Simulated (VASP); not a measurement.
# AlAs (F-43m) in VASP: further runs, part 2 of 2

VASP 6.6.1.

## (5) Single point, r2SCAN

This run uses another cell than the first one, of 21.49 Å³/atom, 0.941 times its volume.

POSCAR reads:

```
AlAs
1.0
    0.0000000000      2.7802844700      2.7802844700
    2.7802844700      0.0000000000      2.7802844700
    2.7802844700      2.7802844700      0.0000000000
Al As
1 1
Direct
    0.0000000000      0.0000000000      0.0000000000
    0.2500000000      0.2500000000      0.2500000000
```

INCAR.step1 reads:

```
SYSTEM = AlAs
  ALGO = Normal
  EDIFF = 1E-5
  ENCUT = 550
  GGA = PE
  GGA_COMPAT = .False.
  ISMEAR = -1
  LASPH = .True.
  LCHARG = .False.
  LREAL = .False.
  LWAVE = .True.
  NBANDS = 11
  NELM = 120
  PREC = Accurate
  SIGMA = 0.02
```

INCAR.step2 reads:

```
SYSTEM = AlAs
  ALGO = Normal
  EDIFF = 1E-6
  ENCUT = 550
  GGA_COMPAT = .False.
  ISIF = 2
  ISMEAR = -1
  ISTART = 1
  LASPH = .True.
  LCHARG = .True.
  LELF = .True.
  LMIXTAU = .True.
  LREAL = .False.
  LVHAR = .True.
  LWAVE = .False.
  METAGGA = R2SCAN
  NBANDS = 11
  NELM = 120
  PREC = Accurate
  SIGMA = 0.02
```

KPOINTS reads:

```
k-points
0
Gamma
  8 8 8
  0 0 0
```

Potentials or basis: VASP PAW PBE potentials, release 64 (Al, As).

Launch:

```sh
$ cat potpaw_PBE.64/Al/POTCAR potpaw_PBE.64/As/POTCAR > POTCAR
$ cp INCAR.step1 INCAR
$ mpirun -np 1 vasp_std > vasp.out
$ cp INCAR.step2 INCAR
$ mpirun -np 1 vasp_std > vasp.out
```

OUTCAR:

```text
SYSTEM = AlAs
   EDIFF = 1E-6
   ENCUT = 550
   ISIF = 2
   ISMEAR = -1
   ISTART = 1
   LASPH = .True.
   LREAL = .False.
   METAGGA = R2SCAN
   NELM = 120
   PREC = Accurate

 ion  position               nearest neighbor table
   1  0.000  0.000  0.000-   2 2.41   2 2.41   2 2.41   2 2.41
   2  0.250  0.250  0.250-   1 2.41   1 2.41   1 2.41   1 2.41

  LATTYP: Found a face centered cubic cell.
 ALAT       =     5.5605689400

  Lattice vectors:

 A1 = (   0.0000000000,   2.7802844700,   2.7802844700)
 A2 = (   2.7802844700,   0.0000000000,   2.7802844700)
 A3 = (   2.7802844700,   2.7802844700,   0.0000000000)
[... 512 lines left out ...]
      8      12.5793      0.00000
      9      13.4201      0.00000
     10      16.1516      0.00000
     11      17.6779      0.00000

 [... further k-points ...]
[... 5 lines left out ...]
  --------------------------------------------------------------------------------------
  -------------------------------------------------------------------------------------
  Total        1.4517571      1.4517571      1.4517571      0.0000000      0.0000000     -0.0000000
  in kB       54.1136508     54.1136508     54.1136508      0.0000000      0.0000000     -0.0000000
  external PRESSURE =      54.1136508 kB  Pullay stress =       0.0000000 kB

 VOLUME and BASIS-vectors are now :
 -----------------------------------------------------------------------------
  energy-cutoff  :      550.00
  volume of cell :       42.98
      direct lattice vectors                 reciprocal lattice vectors
     0.000000000  2.780284470  2.780284470    -0.179837713  0.179837713  0.179837713
     2.780284470  0.000000000  2.780284470     0.179837713 -0.179837713  0.179837713
     2.780284470  2.780284470  0.000000000     0.179837713  0.179837713 -0.179837713

 POSITION                                       TOTAL-FORCE (eV/Angst)
 -----------------------------------------------------------------------------------
      0.00000      0.00000      0.00000         0.000000      0.000000      0.000000
      1.39014      1.39014      1.39014        -0.000000     -0.000000     -0.000000
 -----------------------------------------------------------------------------------
    total drift:                                0.000000      0.000000      0.000000

  FREE ENERGIE OF THE ION-ELECTRON SYSTEM (eV)
  ---------------------------------------------------
  free  energy   TOTEN  =       -22.6515174273 eV

  energy  without entropy=      -22.6515174273  energy(sigma->0) =      -22.65151743
```

OSZICAR.step1:

```text
N       E                     dE             d eps       ncg     rms          rms(c)
DAV:   1     0.159994740903E+02    0.15999E+02   -0.30206E+03   638   0.574E+02
DAV:   2    -0.845987888461E+01   -0.24459E+02   -0.22799E+02   816   0.920E+01
DAV:   3    -0.952722766305E+01   -0.10673E+01   -0.10646E+01   802   0.189E+01
DAV:   4    -0.953619560334E+01   -0.89679E-02   -0.89671E-02   751   0.203E+00
DAV:   5    -0.953635811184E+01   -0.16251E-03   -0.16251E-03   760   0.269E-01    0.339E+00
DAV:   6    -0.933731017758E+01    0.19905E+00   -0.32094E-01   704   0.210E+00    0.198E+00
DAV:   7    -0.929832589190E+01    0.38984E-01   -0.17951E-01   733   0.169E+00    0.695E-01
DAV:   8    -0.929887673641E+01   -0.55084E-03   -0.11165E-02   703   0.510E-01    0.105E-01
DAV:   9    -0.929899887437E+01   -0.12214E-03   -0.38016E-04   784   0.115E-01    0.564E-02
DAV:  10    -0.929910618854E+01   -0.10731E-03   -0.13781E-04   679   0.638E-02    0.712E-03
DAV:  11    -0.929911023524E+01   -0.40467E-05   -0.16141E-05   757   0.185E-02
   1 F= -.92991102E+01 E0= -.92991102E+01  d E =-.215453E-11
```

It took 59 s on 1 thread of Intel Xeon Platinum 8488C (Sapphire Rapids), shared host; peak memory 0.17 GiB.

What came out:

```
Free energy            : -22.6515 eV
Pressure               : 5.4 GPa
Band gap on the k mesh : 1.70 eV, indirect (least direct gap 3.18 eV)
```

Levels at points of the mesh, in eV from the valence-band top:
| k point | band 1 | band 2 | band 3 | band 4 | band 5 | band 6 | band 7 | band 8 | band 9 |
| --- | --- | --- | --- | --- | --- | --- | --- | --- | --- |
| (0.00, 0.00, 0.00) | -12.64 | 0.00 | 0.00 | 0.00 | 3.18 | 4.81 | 4.81 | 4.81 | 9.63 |
| (0.50, 0.00, 0.00) | -11.02 | -5.95 | -0.89 | -0.89 | 2.88 | 5.15 | 5.15 | 8.53 | 12.57 |
| (0.50, 0.50, 0.00) | -10.39 | -5.74 | -2.37 | -2.37 | 1.70 | 2.70 | 11.63 | 11.63 | 13.36 |

Caveat: the PAW data sets were made with another functional, which shifts forces and pressure a little.

## (6) Single point, r2SCAN

This run uses another cell than the first one, of 21.95 Å³/atom, 0.961 times its volume.

POSCAR reads:

```
AlAs
1.0
    0.0000000000      2.7998645900      2.7998645900
    2.7998645900      0.0000000000      2.7998645900
    2.7998645900      2.7998645900      0.0000000000
Al As
1 1
Direct
    0.0000000000      0.0000000000      0.0000000000
    0.2500000000      0.2500000000      0.2500000000
```

INCAR.step1 reads:

```
SYSTEM = AlAs
PREC     = Accurate       ! precision mode
ENCUT    = 550            ! plane-wave cutoff, eV
ISMEAR   = -1             ! smearing method
SIGMA    = 0.02           ! smearing width, eV
LREAL    = .False.        ! projectors in reciprocal space
LASPH    = .True.         ! aspherical terms in the spheres
NELM     = 120            ! most SCF steps
NBANDS   = 11             ! bands
GGA      = PE             ! functional
ALGO     = Normal         ! electronic algorithm
EDIFF    = 1E-5           ! SCF threshold, eV
LWAVE    = .True.         ! write WAVECAR
LCHARG   = .False.        ! write CHGCAR
GGA_COMPAT= .False.
```

INCAR.step2 reads:

```
SYSTEM = AlAs
PREC     = Accurate       ! precision mode
ENCUT    = 550            ! plane-wave cutoff, eV
EDIFF    = 1E-6           ! SCF threshold, eV
ISMEAR   = -1             ! smearing method
SIGMA    = 0.02           ! smearing width, eV
LREAL    = .False.        ! projectors in reciprocal space
LASPH    = .True.         ! aspherical terms in the spheres
NELM     = 120            ! most SCF steps
ALGO     = Normal         ! electronic algorithm
ISIF     = 2              ! what is computed and relaxed
LWAVE    = .False.        ! write WAVECAR
LCHARG   = .False.        ! write CHGCAR
METAGGA  = R2SCAN         ! meta-GGA
LMIXTAU  = .True.       
NBANDS   = 11             ! bands
ISTART   = 1            
GGA_COMPAT= .False.
```

KPOINTS reads:

```
regular mesh
0
Gamma
  8 8 8
  0 0 0
```

Potentials or basis: VASP PAW PBE potentials, release 64 (Al, As).

Launch:

```sh
$ cat potpaw_PBE.64/Al/POTCAR potpaw_PBE.64/As/POTCAR > POTCAR
$ cp INCAR.step1 INCAR
$ mpirun -np 1 vasp_std > vasp.out
$ cp INCAR.step2 INCAR
$ mpirun -np 1 vasp_std > vasp.out
```

Wall time 60 s (1 thread of Intel Xeon Platinum 8488C (Sapphire Rapids), shared host); peak memory 0.17 GiB.

It converged, with:

```
Free energy            : -22.6766 eV
Pressure               : 3.4 GPa
Band gap on the k mesh : 1.74 eV, indirect (least direct gap 2.99 eV)
```

Levels at points of the mesh, in eV from the valence-band top:
```tsv
k point	band 1	band 2	band 3	band 4	band 5	band 6	band 7	band 8	band 9
(0.00, 0.00, 0.00)	-12.51	0.00	0.00	0.00	2.99	4.77	4.77	4.77	9.59
(0.50, 0.00, 0.00)	-10.95	-5.85	-0.87	-0.87	2.79	5.13	5.13	8.48	12.37
(0.50, 0.50, 0.00)	-10.34	-5.66	-2.32	-2.32	1.74	2.69	11.46	11.46	13.10
```

Caveat: the PAW data sets were made with another functional, which shifts forces and pressure a little.

## (7) The runs side by side

| level | potentials or basis | cell | cutoff (eV) | gap on the mesh (eV) | pressure (GPa) |
| --- | --- | --- | --- | --- | --- |
| PBEsol | VASP PAW PBE potentials, release 64 (Al, As) | a = 4.012 Å, angles 60.0°, 2 atoms | 500 | 1.33 | 0.3 |
| LDA | VASP PAW LDA potentials, release 64 (Al, As) | a = 3.980 Å, angles 60.0°, 2 atoms | 500 | 1.31 | 0.4 |
| PBE | VASP PAW PBE potentials, release 64 (Al, As) | a = 4.050 Å, angles 60.0°, 2 atoms | 500 | 1.49 | 0.2 |
| r2SCAN | VASP PAW PBE potentials, release 64 (Al, As) | a = 3.932 Å, angles 60.0°, 2 atoms | 550 | 1.70 | 5.4 |
| r2SCAN | VASP PAW PBE potentials, release 64 (Al, As) | a = 3.960 Å, angles 60.0°, 2 atoms | 550 | 1.74 | 3.4 |

Alike in all rows: task single point; no spin polarisation; k mesh 8 × 8 × 8; smearing fermi-dirac 0.02 eV.

Caveats: the PAW data sets were made with another functional, which shifts forces and pressure a little (some runs).

Total energies depend on the potentials used, so only differences within one code and one set of settings carry meaning.
